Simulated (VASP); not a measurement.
Input of a VASP 6.6.1 run:

INCAR

```
SYSTEM = RbCl
ALGO = Normal ; EDIFF = 1E-6
ENCUT = 500 ; GGA = PE
GGA_COMPAT = .FALSE. ; ISIF = 2
ISMEAR = 0 ; LASPH = .TRUE.
LCHARG = .TRUE. ; LELF = .TRUE.
LREAL = .FALSE. ; LVHAR = .TRUE.
LWAVE = .FALSE. ; NBANDS = 15
NELM = 120 ; PREC = Accurate
SIGMA = 0.01
```

The input KPOINTS:

```
k-points
0
G
  4 4 4
  0 0 0
```

File POSCAR:

```
RbCl
1.0
    0.0000000000      3.3223418864      3.3036454337
    3.3223418864      0.0000000000      3.3036454337
    3.3223418864      3.3223418864      0.0000000000
Rb Cl
1 1
Direct
    0.0000000000      0.0000000000      0.0000000000
    0.5000000000      0.5000000000      0.5000000000
```

Potentials or basis: VASP PAW PBE potentials, release 64 (Rb_sv, Cl).

The run is started by

```sh
$ cat potpaw_PBE.64/Rb_sv/POTCAR potpaw_PBE.64/Cl/POTCAR > POTCAR
$ mpirun -np 1 vasp_std > vasp.out
```

(1) Predict the band gap on the k mesh.

(2) Estimate the pressure.

Results:

(1) 4.92 eV.

(2) 0.5 GPa.

Caveat: the cell differs from its parent crystal (epitaxial xy strain +0.5%).
